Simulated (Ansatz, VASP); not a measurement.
# SiC in VASP and in Ansatz

Contents of INCAR:

```
SYSTEM = SiC
PREC     = Accurate       ! precision mode
ENCUT    = 520            ! plane-wave cutoff, eV
EDIFF    = 1E-6           ! SCF threshold, eV
ISMEAR   = -1             ! smearing method
SIGMA    = 0.08           ! smearing width, eV
LREAL    = .FALSE.        ! projectors in reciprocal space
LASPH    = .TRUE.         ! aspherical terms in the spheres
NELM     = 100            ! most SCF steps
ALGO     = Normal         ! electronic algorithm
ISIF     = 2              ! what is computed and relaxed
LWAVE    = .FALSE.        ! write WAVECAR
LCHARG   = .TRUE.         ! write CHGCAR
GGA      = PS             ! functional
LELF     = .TRUE.         ! ELF
LVHAR    = .TRUE.       
NBANDS   = 16             ! bands
```

Contents of KPOINTS:

```
Automatic mesh
0
G
  15 15 8
  0 0 0
```

File POSCAR:

```
SiC
1.0
    3.0344255669      0.0000000000      0.0000000000
   -1.5172127834      2.6278896269      0.0000000000
    0.0000000000      0.0000000000      4.9797754205
Si C
2 2
Direct
    0.3333333333      0.6666666667      0.0000000000
    0.6666666667      0.3333333333      0.5000000000
    0.3333333333      0.6666666667      0.3850000000
    0.6666666667      0.3333333333      0.8850000000
```

Input for Ansatz:

```yaml
crystal:
  lattice:
    - [3.0344255669, 0.0, 0.0]
    - [-1.5172127834, 2.6278896269, 0.0]
    - [0.0, 0.0, 4.9797754205]
  atoms:
    - { symbol: Si, position: [0.3333333333, 0.6666666667, 0.0] }
    - { symbol: Si, position: [0.6666666667, 0.3333333333, 0.5] }
    - { symbol: C, position: [0.3333333333, 0.6666666667, 0.385] }
    - { symbol: C, position: [0.6666666667, 0.3333333333, 0.885] }
kpoints:
  mp_grid: { grid: [15, 15, 8] }
  band_path:
    path:
      - [0.0, 0.0, 0.0]
      - [0.5, 0.0, 0.0]
      - [0.3333333333, 0.3333333333, 0.0]
      - [0.0, 0.0, 0.0]
      - [0.0, 0.0, 0.5]
      - [0.5, 0.0, 0.5]
      - [0.3333333333, 0.3333333333, 0.5]
      - [0.0, 0.0, 0.5]
      - [0.5, 0.0, 0.5]
    npoints: 5
scf:
  occupations: { method: fermi_dirac, width: 0.08 }
hamiltonian:
  xc: pbesol
  pseudopotentials: { kind: all_electron, lapw: { basis_error: 0.001 } }
output:
  forces: true
  stress: true
  eigenvalues: true
```

Change from the starting cell: volume scaled by 0.96.

Alike in both runs: task single point; functional PBEsol; k mesh 15 × 15 × 8; occupations fermi-dirac, width 0.08 eV; no spin polarisation.

|  | VASP | Ansatz |
| --- | --- | --- |
| version | VASP 6.6.1 | Ansatz 0.2.0 |
| potentials or method | VASP PAW PBE potentials, release 64 (Si, C), cutoff 520 eV | all-electron LAPW, scalar-relativistic |

|  | VASP | Ansatz | Ansatz less VASP |
| --- | --- | --- | --- |
| pressure (GPa) | 10.5 | 10.0 | -0.46 |
| traceless stress, the component that is largest in VASP (GPa) | -4.51 | -4.41 | +0.094 |
| rms of the force components (eV/Å) | 0.472 | 0.469 | -0.0032 |

VASP's potentials were made for PBE, not for PBEsol. Atom by atom the forces differ by 0.003 eV/Å (rms over components). Ansatz ran all-electron here, and VASP with PAW potentials.
